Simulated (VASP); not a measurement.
# BaZrO3 (Pm-3m) in VASP: a series of runs, part 2 of 2

VASP 6.6.1. Earlier steps stand in the parts before.

**3. Single point, PBEsol**

This run uses another cell than the first one, of 14.20 Å³/atom, 0.972 times its volume.

INCAR

```
PREC = Accurate ; ENCUT = 910
EDIFF = 1E-6 ; ISMEAR = 0
SIGMA = 0.01 ; LREAL = F
LASPH = T ; NELM = 120
ALGO = Normal ; ISIF = 2
LWAVE = F ; LCHARG = F
GGA = PS ; NBANDS = 28
GGA_COMPAT = F
```

KPOINTS

```
regular mesh
0
Gamma
  6 6 6
```

POSCAR

```
BaZrO3
1.0
    4.1406982933      0.0000000000      0.0000000000
    0.0000000000      4.1406982933      0.0000000000
    0.0000000000      0.0000000000      4.1406982933
Ba Zr O
1 1 3
Direct
    0.0000000000      0.0000000000      0.0000000000
    0.5000000000      0.5000000000      0.5000000000
    0.0000000000      0.5000000000      0.5000000000
    0.5000000000      0.0000000000      0.5000000000
    0.5000000000      0.5000000000      0.0000000000
```

Potentials or basis: VASP PAW PBE potentials, release 64 (Ba_sv, Zr_sv, O_h).

The run is started by

```
$ cat potpaw_PBE.64/Ba_sv/POTCAR potpaw_PBE.64/Zr_sv/POTCAR potpaw_PBE.64/O_h/POTCAR > POTCAR
$ mpirun -np 1 vasp_std > vasp.out
```

OUTCAR:

```text
PREC = Accurate
   ENCUT = 910
   EDIFF = 1E-6
   ISMEAR = 0
   LREAL = F
   LASPH = T
   NELM = 120
   ISIF = 2
   GGA = PS

 ion  position               nearest neighbor table
   1  0.000  0.000  0.000-   3 2.93   4 2.93   5 2.93   3 2.93   4 2.93   3 2.93   5 2.93   3 2.93
                             4 2.93   5 2.93   4 2.93   5 2.93   2 3.59   2 3.59   2 3.59   2 3.59
   2  0.500  0.500  0.500-   3 2.07   4 2.07   5 2.07   5 2.07   4 2.07   3 2.07   1 3.59   1 3.59
                             1 3.59   1 3.59   1 3.59   1 3.59   1 3.59   1 3.59
   3  0.000  0.500  0.500-   2 2.07   2 2.07   1 2.93   1 2.93   1 2.93   1 2.93
   4  0.500  0.000  0.500-   2 2.07   2 2.07   1 2.93   1 2.93   1 2.93   1 2.93
   5  0.500  0.500  0.000-   2 2.07   2 2.07   1 2.93   1 2.93   1 2.93   1 2.93

  LATTYP: Found a simple cubic cell.
 ALAT       =     4.1406982933

  Lattice vectors:

 A1 = (   4.1406982933,   0.0000000000,   0.0000000000)
 A2 = (   0.0000000000,   4.1406982933,   0.0000000000)
 A3 = (   0.0000000000,   0.0000000000,   4.1406982933)

Analysis of symmetry for initial positions (statically):
=====================================================================
 Subroutine PRICEL returns:
 Original cell was already a primitive cell.

 Routine SETGRP: Setting up the symmetry group for a
 simple cubic supercell.

 Subroutine GETGRP returns: Found 48 space group operations
 (whereof 48 operations were pure point group operations)
 out of a pool of 48 trial point group operations.

The static configuration has the point symmetry O_h .

Analysis of symmetry for dynamics (positions and initial velocities):
=====================================================================
 Subroutine PRICEL returns:
 Original cell was already a primitive cell.

 Routine SETGRP: Setting up the symmetry group for a
 simple cubic supercell.

 Subroutine GETGRP returns: Found 48 space group operations
[... 124 lines left out ...]
     AMIX_MAG =   1.60;   BMIX_MAG =  1.00
  volume/ion in A,a.u.               =      14.20        95.82
  Fermi-wavevector in a.u.,A,eV,Ry     =   1.352139  2.555172 24.875247  1.828279
  Thomas-Fermi vector in A             =   2.479502
   LORBIT       =      0    0 simple, 1 ext, 2 COOP (PROOUT), +10 PAW based schemes
   GGA     = PS    functional components
   LHFCALC =     F    Hartree Fock is set to
   AEXX    =    0.0000 exact exchange contribution
   IVDW    =     0    specifies the selected vdW correction
   LEPSILON=     F    determine dielectric tensor
   LRPA    =     F    only Hartree local field effects (RPA)
 non-spin polarized calculation
 Gauss-broadening in eV      SIGMA  =   0.01
  energy-cutoff  :      910.00
  volume of cell :       70.99
 maximum number of plane-waves:      4468
 NGX is ok and might be reduce to    42
   NGX = 21   NGY = 21   NGZ = 21

 number of electron      40.0000012 magnetization

 Free energy of the ion-electron system (eV)
  ---------------------------------------------------
  ext. energy  EPLUGINS =         0.00000000
  ---------------------------------------------------
  free energy    TOTEN  =       -43.59087201 eV

  energy without entropy =      -43.59087201  energy(sigma->0) =      -43.59087201

 E-fermi :   4.2899     XC(G=0): -11.2116

 val. band max:        4.2211657399   @ k =   0.5000   0.5000   0.5000
 cond. band min:       7.4048519360   @ k =   0.0000   0.0000   0.0000
 fundamental gap:      3.1836861961
 Fermi energy:         4.2899308251

 k-point     1 :       0.0000    0.0000    0.0000
  band No.  band energies     occupation
      1     -42.4254      2.00000
      2     -20.9099      2.00000
      3     -20.6897      2.00000
      4     -20.6897      2.00000
      5     -20.6897      2.00000
      6     -12.1253      2.00000
[... 609 lines left out ...]
     27      13.6309      0.00000
     28      13.6309      0.00000

------------------------ aborting loop because EDIFF is reached ----------------------------------------

  FORCE on cell =-STRESS in cart. coord.  units (eV):
  Direction    XX          YY          ZZ          XY          YZ          ZX
  --------------------------------------------------------------------------------------
  -------------------------------------------------------------------------------------
  Total        2.6755725      2.6755725      2.6755725      0.0000000      0.0000000     -0.0000000
  in kB       60.3818683     60.3818683     60.3818683      0.0000000      0.0000000     -0.0000000
  external PRESSURE =      60.3818683 kB  Pullay stress =       0.0000000 kB

 VOLUME and BASIS-vectors are now :
 -----------------------------------------------------------------------------
  energy-cutoff  :      910.00
  volume of cell :       70.99
      direct lattice vectors                 reciprocal lattice vectors
     4.140698293  0.000000000  0.000000000     0.241505159  0.000000000  0.000000000
     0.000000000  4.140698293  0.000000000     0.000000000  0.241505159  0.000000000
     0.000000000  0.000000000  4.140698293     0.000000000  0.000000000  0.241505159

 POSITION                                       TOTAL-FORCE (eV/Angst)
 -----------------------------------------------------------------------------------
      0.00000      0.00000      0.00000         0.000000      0.000000      0.000000
      2.07035      2.07035      2.07035         0.000000      0.000000      0.000000
      0.00000      2.07035      2.07035         0.000000      0.000000      0.000000
      2.07035      0.00000      2.07035         0.000000      0.000000      0.000000
      2.07035      2.07035      0.00000         0.000000      0.000000      0.000000
 -----------------------------------------------------------------------------------
    total drift:                                0.000000     -0.000000     -0.000000

  FREE ENERGIE OF THE ION-ELECTRON SYSTEM (eV)
  ---------------------------------------------------
  free  energy   TOTEN  =       -43.5908720105 eV

  energy  without entropy=      -43.5908720105  energy(sigma->0) =      -43.59087201
```

Run time: 47 s. Hardware: 1 thread of Intel Xeon 6975P-C (Granite Rapids), shared host; peak memory 0.31 GiB.

Results:

```yaml
Free_energy: -43.5909 eV
Pressure: 6.0 GPa
Band_gap_on_the_k_mesh: 3.18 eV, indirect (least direct gap 3.35 eV)
```

Caveat: the cutoff is under 1.25 times the usual one of these potentials, so pressure, stress and relaxed cells hold a basis-set (Pulay) error; the PAW data sets were made with another functional, which shifts forces and pressure a little; spin-orbit coupling is left out, which moves the levels of the heavy elements. A k mesh can miss the band edges.
